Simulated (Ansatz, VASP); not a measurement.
## Hf in VASP and in Ansatz

The input INCAR:

```
SYSTEM = Hf
PREC = Accurate
ENCUT = 520
EDIFF = 1E-8
ISMEAR = -1
SIGMA = 0.05
LREAL = .FALSE.
LASPH = .TRUE.
NELM = 60
ALGO = Normal
ISIF = 2
LWAVE = .FALSE.
LCHARG = .FALSE.
GGA = PE
LEFG = .TRUE.
NBANDS = 17
```

The input KPOINTS:

```
regular mesh
0
G
  13 13 7
  0 0 0
```

The input POSCAR:

```
Hf
1.0
    3.2073188631      0.0000000000      0.0000000000
   -1.6036594315      2.7776196135      0.0000000000
    0.0000000000      0.0000000000      5.0746034457
Hf
2
Direct
    0.3333333333      0.6666666667      0.2500000000
    0.6666666667      0.3333333333      0.7500000000
```

Input for Ansatz:

```yaml
crystal:
  lattice:
    - [3.2073188631, 0.0, 0.0]
    - [-1.6036594315, 2.7776196135, 0.0]
    - [0.0, 0.0, 5.0746034457]
  atoms:
    - { symbol: Hf, position: [0.3333333333, 0.6666666667, 0.25] }
    - { symbol: Hf, position: [0.6666666667, 0.3333333333, 0.75] }
kpoints:
  mp_grid: { grid: [13, 13, 7] }
scf:
  occupations: { method: fermi_dirac, width: 0.05 }
hamiltonian:
  xc: pbe
  pseudopotentials: { kind: paw }
output:
  forces: true
  stress: true
  eigenvalues: true
  efg: { contact_densities: true }
```

Change from the starting cell: volume scaled by 1.01, PAW files.

Alike in both runs: task electric field gradients; functional PBE; k mesh 13 × 13 × 7; occupations fermi-dirac, width 0.05 eV; no spin polarisation.

|  | VASP | Ansatz |
| --- | --- | --- |
| version | VASP 6.6.1 | Ansatz 0.2.0 |
| potentials or method | VASP PAW PBE potentials, release 64 (Hf_pv) | PAW with Ansatz's default frozen-core files, scalar-relativistic |
| plane-wave cutoff (eV) | 520 | 420 |
| valence electrons in the cell | 20 | 52 |

|  | VASP | Ansatz | Ansatz less VASP |
| --- | --- | --- | --- |
| pressure (GPa) | -0.7 | -0.3 | +0.44 |
| traceless stress, the component that is largest in VASP (GPa) | -0.18 | -0.11 | +0.069 |
| size of Vzz on the site where it differs most (V/Å²) | 79.5 | 88.9 | +9.38 |

VASP's potentials hold 20 valence electrons a cell and Ansatz's 52, so a difference there can come from the potentials and not from the codes.

Neither program's run includes spin-orbit coupling.
